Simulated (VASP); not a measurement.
Runs of VASP 6.6.1 on SiGe. The structure is that of space group P6_3mc (No. 186), or close to it. The cells are those of the table. 

| cell | gap on the mesh (eV) | pressure (GPa) | largest force (eV/Å) |
| --- | --- | --- | --- |
| a = 3.904, b = 3.904, c = 6.128 Å, angles 90.0, 90.0, 120.0°, 4 atoms | (a) | 5.3 | 0.68 |
| a = 3.807, b = 3.807, c = 6.612 Å, angles 90.0, 90.0, 120.0°, 4 atoms | 0.75 | 2.6 | 0.49 |
| a = 4.002, b = 4.002, c = 6.451 Å, angles 90.0, 90.0, 120.0°, 4 atoms | (b) | (c) | 0.20 |
| a = 3.807, b = 3.807, c = 6.451 Å, angles 90.0, 90.0, 120.0°, 4 atoms | 0.70 | 4.9 | 0.33 |
| a = 3.904, b = 3.904, c = 6.773 Å, angles 90.0, 90.0, 120.0°, 4 atoms | 0.75 | -3.4 | 0.30 |

Alike in all rows: task single point; level r2SCAN; potentials or basis VASP PAW PBE potentials, release 64 (Si, Ge_d); no spin polarisation; k mesh 12 × 12 × 4; cutoff (eV) 520; smearing gaussian 0.05 eV.

**Question.** Fill in the values left out.

**Answer.** (a) 0.30; (b) 0.36; (c) -3.7.

Caveats: the PAW data sets were made with another functional, which shifts forces and pressure a little; the cell stands under pressure (at least some runs); the cell stands under tension (at least some runs).

A k mesh can miss the band edges, and the runs leave out spin-orbit coupling on Ge.
